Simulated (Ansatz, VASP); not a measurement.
## Two plane-wave programs on Sr

```
CELL_PARAMETERS angstrom
6.66419 0.00000 0.00000
-3.33210 5.77136 0.00000
0.00000 0.00000 3.97974
ATOMIC_POSITIONS crystal
Sr 0.00000 0.00000 0.00000
Sr 0.33333 0.66667 0.50000
Sr 0.66667 0.33333 0.50000
```

Alike in both runs: task single point; functional PBE; k mesh 7 × 7 × 10; occupations fermi-dirac, width 0.1 eV; no spin polarisation.

```csv
,VASP,Ansatz
version,VASP 6.6.1,Ansatz 0.2.0
potentials or method,"VASP PAW PBE potentials, release 64 (Sr_sv), cutoff 520 eV","plane waves (420 eV) with PAW, scalar-relativistic"
valence electrons in the cell,30,30
```

```tsv
	VASP	Ansatz	Ansatz less VASP
pressure (GPa)	1.1	1.1	-0.01
traceless stress, the component that is largest in VASP (GPa)	-0.09	-0.08	+0.003
```
